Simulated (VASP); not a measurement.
Crystal: Mg2Te3O.

```
Mg Te O
1.0
     4.13397    2.38675    2.93526
    -4.13397    2.38675    2.93526
     0.00000   -4.77349    2.93526
Mg Te O
2 3 1
Direct
  0.77080 0.77080 0.77080
  0.22920 0.22920 0.22920
  0.00000 0.50000 0.00000
  0.00000 0.00000 0.50000
  0.50000 0.00000 0.00000
  0.50000 0.50000 0.50000
```

The cell was built from a structure type or drawn by symmetry, and may not be a known phase.

| Property | Result |
| --- | --- |
| Program | VASP 6.6.1 |
| Task | relaxation of cell and atoms |
| Functional | PBE |
| Potentials or basis | VASP PAW PBE potentials, release 64 (Mg, Te, O) |
| Cutoff | 600 eV |
| k mesh | 3 × 3 × 3 |
| Occupations | gaussian, width 0.1 eV |
| Spin | no spin polarisation |

At the start: pressure 6.1 GPa; volume 28.96 Å³/atom.

Q: Where does the relaxation end?

A: Over 13 steps the energy falls by 679.9 meV/atom and the volume is 31.07 Å³/atom (+7.3 %); space group R-3m (No. 166, to 0.1 Å) before and after.

Step by step:
```
step  energy change (eV)  largest force (eV/Å)  pressure (GPa)  volume (Å³)
   1              0.0000                3.5252            6.11       173.77
   2             -3.4629                2.1530           -3.01       200.19
   3             -3.7812                1.2259           -3.46       208.03
   4             -3.7952                1.0299           -3.44       209.17
   5             -3.7928                2.6208            1.53       189.20
   6             -3.9885                0.4071           -1.35       198.43
   7             -4.0712                0.0153           -0.49       189.99
   8             -4.0782                0.1167           -0.14       187.19
   9             -4.0783                0.1236           -0.13       186.97
  10             -4.0782                0.1471           -0.06       186.52
  11             -4.0786                0.0161            0.21       185.62
  12             -4.0789                0.0502            0.12       185.97
  13             -4.0795                0.0255            0.06       186.42
```

Final structure:
```
CELL_PARAMETERS angstrom
4.64548 2.68207 2.49373
-4.64548 2.68207 2.49373
0.00000 -5.36413 2.49373
ATOMIC_POSITIONS crystal
Mg 0.74098 0.74098 0.74098
Mg 0.25902 0.25902 0.25902
Te 0.00000 0.50000 0.00000
Te 0.00000 0.00000 0.50000
Te 0.50000 0.00000 0.00000
O 0.50000 0.50000 0.50000
```

Caveat: the k points lie up to 0.38 Å⁻¹ apart in the final cell, too coarse for converged energies and pressures of a metal.
